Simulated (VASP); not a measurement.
C: relaxation of the atoms with PBEsol

C:

```
CELL_PARAMETERS angstrom
-0.00711 1.74307 1.74307
1.74307 -0.00711 1.74307
1.74307 1.74307 -0.00711
ATOMIC_POSITIONS crystal
C 0.00023 0.00023 0.00023
C 0.24977 0.24977 0.24977
```

This cell differs from its parent crystal: strained cell.

- Program: VASP 6.6.1
- Task: relaxation of the atoms
- Functional: PBEsol
- Potentials or basis: VASP PAW PBE potentials, release 64 (C)
- Cutoff: 520 eV
- k mesh: 9 × 9 × 9
- Occupations: gaussian, width 0.02 eV
- Spin: no spin polarisation
- Dipole correction: no
- Further INCAR settings: ALGO = Normal; EDIFF = 1e-07; IBRION = 2; EDIFFG = -0.002; NSW = 60

```
Energy gained by relaxing : 0.2 meV/atom
Ionic steps               : 3
Pressure after relaxing   : 26.9 GPa
Band gap on the k mesh    : 4.16 eV, indirect (least direct gap 5.63 eV)
```

Stress tensor (GPa, compression positive):
```
26.88  2.62  2.62
 2.62 26.88  2.62
 2.62  2.62 26.88
```

The path:
| step | energy change (eV) | largest force (eV/Å) | pressure (GPa) |
| --- | --- | --- | --- |
| 1 | 0.0000 | 0.1709 | 26.91 |
| 2 | 0.0029 | 0.5191 | 26.88 |
| 3 | -0.0003 | 0.0001 | 26.88 |

Final structure:
```cif
data_structure
_symmetry_space_group_name_H-M 'P 1'
_symmetry_Int_Tables_number 1
_cell_length_a 2.4651
_cell_length_b 2.4651
_cell_length_c 2.4651
_cell_angle_alpha 60.270
_cell_angle_beta 60.270
_cell_angle_gamma 60.270
_cell_volume 10.66
loop_
_atom_site_label
_atom_site_type_symbol
_atom_site_fract_x
_atom_site_fract_y
_atom_site_fract_z
_atom_site_occupancy
C1 C 0.99990 0.99990 0.99990 1
C2 C 0.25010 0.25010 0.25010 1
```

Levels at points of the mesh, in eV from the valence-band top:
```csv
k point,band 1,band 2,band 3,band 4,band 5,band 6,band 7,band 8
"(0.00, 0.00, 0.00)",-22.41,-0.04,-0.04,0.00,5.63,5.63,5.80,14.80
```

Run time: 19 s on 1 thread of AMD EPYC 7R43 64-Core Processor (Zen 3), with other jobs on the host, peak memory 0.08 GiB.

Caveat: the cell differs from its parent crystal (strained cell); the PAW data sets were made with another functional, which shifts forces and pressure a little. A k mesh can miss the band edges.
